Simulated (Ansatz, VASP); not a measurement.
## Sr: VASP beside Ansatz

INCAR

```
  PREC = Accurate
  ENCUT = 520
  EDIFF = 1E-7
  ISMEAR = -1
  SIGMA = 0.1
  LREAL = False
  LASPH = True
  NELM = 80
  ALGO = Normal
  ISIF = 2
  LWAVE = False
  LCHARG = False
  GGA = RP
  NBANDS = 28
```

Contents of KPOINTS:

```
Automatic mesh
0
Gamma
  10 10 3
```

Contents of POSCAR:

```
Sr
1.0
    4.4684345141      0.0000000000      0.0000000000
   -2.2342172570      3.8697778043      0.0000000000
    0.0000000000      0.0000000000     14.6280955764
Sr
4
Direct
    1.0000000000      1.0000000000      0.0000000000
    1.0000000000      1.0000000000      0.5000000000
    0.3333333333      0.6666666667      0.2500000000
    0.6666666667      0.3333333333      0.7500000000
```

Input for Ansatz:

```yaml
crystal:
  lattice:
    - [4.4684345141, 0.0, 0.0]
    - [-2.234217257, 3.8697778043, 0.0]
    - [0.0, 0.0, 14.6280955764]
  atoms:
    - { symbol: Sr, position: [1.0, 1.0, 0.0] }
    - { symbol: Sr, position: [1.0, 1.0, 0.5] }
    - { symbol: Sr, position: [0.3333333333, 0.6666666667, 0.25] }
    - { symbol: Sr, position: [0.6666666667, 0.3333333333, 0.75] }
hamiltonian:
  xc: rpbe
  pseudopotentials:
    kind: paw
    azcp:
      Sr: "pseudopotentials/Sr.paw.azcp"
basis:
  ecutwfc: 420
  fft_grid_basis: typed
kpoints:
  mp_grid: { grid: [10, 10, 3], shift: [0, 0, 0] }
magnetization:
  spin_polarized: false
scf:
  occupations: { method: fermi_dirac, width: 0.1 }
  lower_state_search: "off"
output:
  stress: true
  write_density: true
  write_potential: true
  elf: true
  volumetric_format: npy
```

Alike in both runs: task single point; functional RPBE; k mesh 10 × 10 × 3; occupations fermi-dirac, width 0.1 eV; no spin polarisation.

|  | VASP | Ansatz |
| --- | --- | --- |
| version | VASP 6.6.1 | Ansatz 0.2.0 |
| potentials or method | VASP PAW PBE potentials, release 64 (Sr_sv), cutoff 520 eV | plane waves (420 eV) with PAW, scalar-relativistic |
| valence electrons in the cell | 40 | 40 |

```tsv
	VASP	Ansatz	Ansatz less VASP
pressure (GPa)	-0.7	-0.7	0.00
```

VASP's potentials were made for PBE, not for RPBE.
